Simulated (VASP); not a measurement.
A run of VASP 6.6.1 is set up as follows.

File INCAR:

```
ALGO = Normal
EDIFF = 1E-6
EDIFFG = -0.01
ENCUT = 600
GGA = PE
IBRION = 2
ISIF = 3
ISMEAR = 0
LASPH = T
LCHARG = F
LREAL = F
LWAVE = F
NELM = 80
NSW = 100
PREC = Accurate
SIGMA = 0.1
```

Contents of KPOINTS:

```
k-points
0
Gamma
  10 10 10
```

POSCAR

```
Ga3Se
1.0
    4.4387639942      0.0000000000      0.0000000000
    0.0000000000      4.4387639942      0.0000000000
    0.0000000000      0.0000000000      4.4387639942
Ga Se
3 1
Direct
    0.5000000000      0.0000000000      0.0000000000
    0.0000000000      0.5000000000      0.0000000000
    0.0000000000      0.0000000000      0.5000000000
    0.5000000000      0.5000000000      0.5000000000
```

Potentials or basis: VASP PAW PBE potentials, release 64 (Ga_d, Se).

Run with:

```bash
$ cat potpaw_PBE.64/Ga_d/POTCAR potpaw_PBE.64/Se/POTCAR > POTCAR
$ mpirun -np 1 vasp_std > vasp.out
```

Task: What does it give for the relaxed volume?

Result: 21.44 Å³/atom.

Task: What does it give for the relaxed cell?

Result: a = 4.410 Å, b = 4.410 Å, c = 4.410 Å, α = 90.00°, β = 90.00°, γ = 90.00°.

Task: Predict the space group after relaxing (to 0.1 Å).

Result: Pm-3m (No. 221).

Final structure:
```cif
data_structure
_symmetry_space_group_name_H-M 'P 1'
_symmetry_Int_Tables_number 1
_cell_length_a 4.4099
_cell_length_b 4.4099
_cell_length_c 4.4099
_cell_angle_alpha 90.000
_cell_angle_beta 90.000
_cell_angle_gamma 90.000
_cell_volume 85.76
loop_
_atom_site_label
_atom_site_type_symbol
_atom_site_fract_x
_atom_site_fract_y
_atom_site_fract_z
_atom_site_occupancy
Ga1 Ga 0.50000 0.00000 0.00000 1
Ga2 Ga 0.00000 0.50000 0.00000 1
Ga3 Ga 0.00000 0.00000 0.50000 1
Se1 Se 0.50000 0.50000 0.50000 1
```
